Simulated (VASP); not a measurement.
A run of VASP 6.6.1 is set up as follows.

The input INCAR:

```
SYSTEM = MgSi64
ALGO = Normal
EDIFF = 1E-7
EDIFFG = -0.03
ENCUT = 450
GGA = PS
GGA_COMPAT = .FALSE.
IBRION = 2
ISIF = 2
ISMEAR = -1
ISYM = -1
KPAR = 1
LASPH = .TRUE.
LCHARG = .FALSE.
LREAL = Auto
LWAVE = .FALSE.
NELECT = 256.0
NELM = 120
NELMIN = 4
NSW = 100
PREC = Accurate
SIGMA = 0.05
```

KPOINTS

```
explicit points
1
Reciprocal
  0.25000000   0.25000000   0.25000000 1
```

The input POSCAR:

```
MgSi64
1.0
   10.8655790000      0.0000000000      0.0000000000
    0.0000000000     10.8655790000      0.0000000000
    0.0000000000      0.0000000000     10.8655790000
Si Mg
64 1
Direct
    0.0002830000      0.0016760000      0.0022520000
    0.9971580000      0.0010040000      0.4981480000
    0.0001190000      0.5006640000      0.0013160000
    0.0011040000      0.5002540000      0.4999330000
    0.5022170000      0.0001720000      0.0015760000
    0.4991920000      0.0014570000      0.4972500000
    0.5009510000      0.5001300000      0.0012950000
    0.4993750000      0.5044790000      0.4990280000
    0.1226610000      0.1214160000      0.1235160000
    0.1251470000      0.1263350000      0.6242260000
    0.1261600000      0.6245680000      0.1234380000
    0.1217960000      0.6246840000      0.6282780000
    0.6245850000      0.1268480000      0.1221410000
    0.6275990000      0.1252340000      0.6256390000
    0.6236210000      0.6267540000      0.1254800000
    0.6268910000      0.6276690000      0.6247810000
    0.2473470000      0.2514770000      0.9978350000
    0.2473760000      0.2537650000      0.4998070000
    0.2479500000      0.7527910000      0.0005340000
    0.2494230000      0.7493870000      0.5006770000
    0.7482370000      0.2543450000      0.0011270000
    0.7513710000      0.2479770000      0.5018230000
    0.7509210000      0.7482820000      0.0011390000
    0.7469520000      0.7512550000      0.5031210000
    0.3731440000      0.3747070000      0.1223910000
    0.3733910000      0.3773270000      0.6249680000
    0.3759610000      0.8720980000      0.1267630000
    0.3713170000      0.8749470000      0.6226680000
    0.8726930000      0.3795730000      0.1295440000
    0.8787460000      0.3788210000      0.6257130000
    0.8756230000      0.8763780000      0.1232840000
    0.8729430000      0.8756800000      0.6257410000
    0.2528430000      0.0010510000      0.2526530000
    0.2480820000      0.9946940000      0.7539710000
    0.2491340000      0.4995650000      0.2516650000
    0.2506920000      0.5005910000      0.7522610000
    0.7524330000      0.9973010000      0.2496940000
    0.7474000000      0.0026680000      0.7520230000
    0.7509490000      0.5016910000      0.2472080000
    0.7508400000      0.5019310000      0.7476460000
    0.3735830000      0.1268470000      0.3722600000
    0.3767930000      0.1248320000      0.8790820000
    0.3772710000      0.6250090000      0.3748520000
    0.3764550000      0.6242230000      0.8759990000
    0.8766890000      0.1251720000      0.3760360000
    0.8755850000      0.1247300000      0.8771860000
    0.8723390000      0.6232830000      0.3769200000
    0.8777710000      0.6218550000      0.8740870000
    0.0031830000      0.2487510000      0.2529080000
    0.9933760000      0.2498940000      0.7479260000
    0.9990150000      0.7489640000      0.2497340000
    0.0006670000      0.7505860000      0.7475940000
    0.5030230000      0.2525520000      0.2557960000
    0.4974230000      0.2501470000      0.7503800000
    0.4983100000      0.7489910000      0.2467940000
    0.4978580000      0.7484020000      0.7490870000
    0.1246330000      0.3739400000      0.3756240000
    0.1241930000      0.3760720000      0.8761520000
    0.1248510000      0.8731740000      0.3718420000
    0.1267060000      0.8724480000      0.8773600000
    0.6240090000      0.3731690000      0.3742880000
    0.6243380000      0.3741970000      0.8764670000
    0.6225620000      0.8746190000      0.3737560000
    0.6237570000      0.8739420000      0.8734160000
    0.3785230000      0.3759460000      0.3743400000
```

Potentials or basis: VASP PAW PBE potentials, release 64 (Si, Mg).

The run is started by

```bash
$ cat potpaw_PBE.64/Si/POTCAR potpaw_PBE.64/Mg/POTCAR > POTCAR
$ mpirun -np 4 vasp_std > vasp.out
```

(1) Predict the energy gained by relaxing.

## Answers

(1) 24.0 meV/atom.

Caveat: the cell carries a net charge on a neutralising background, which shifts energy and pressure.
